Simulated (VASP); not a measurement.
Al2Au, 3 atoms in the cell. Symmetry: Fm-3m, No. 225, cubic system. The conventional cell has a = 5.967 Å, b = 5.967 Å, c = 5.967 Å, α = 90.00°, β = 90.00°, γ = 90.00°. Al (site symmetry -43m) has 4 Au at 2.58 Å and 6 Al at 2.98 Å within 3.4 Å. Within 3.4 Å of Au (site symmetry m-3m) lie 8 Al at 2.58 Å.  This cell differs from its parent crystal: strained.

| Quantity | Value |
| --- | --- |
| Program | VASP 6.6.1 |
| Task | single point |
| Functional | PBE |
| Potentials or basis | VASP PAW PBE potentials, release 64 (Al, Au) |
| Cutoff | 520 eV |
| k mesh | 12 × 12 × 12 |
| Occupations | gaussian, width 0.1 eV |
| Spin | no spin polarisation |
| Dipole correction | no |
| Further INCAR settings | ALGO = Fast; EDIFF = 1e-06; NBANDS = 16 |

Potentials or basis: VASP PAW PBE potentials, release 64 (Al, Au).

Launch:

```sh
$ cat potpaw_PBE.64/Al/POTCAR potpaw_PBE.64/Au/POTCAR > POTCAR
$ mpirun -np 1 vasp_std > vasp.out
```

Hardware: 1 thread of AMD EPYC 7R43 64-Core Processor (Zen 3) (shared host).

Question: How long does it take, and how much memory?

Answer: It took 77 s on 1 thread of AMD EPYC 7R43 64-Core Processor (Zen 3), with other jobs on the host, peak memory 0.18 GiB. Counts: scf iterations 14, k points 72.
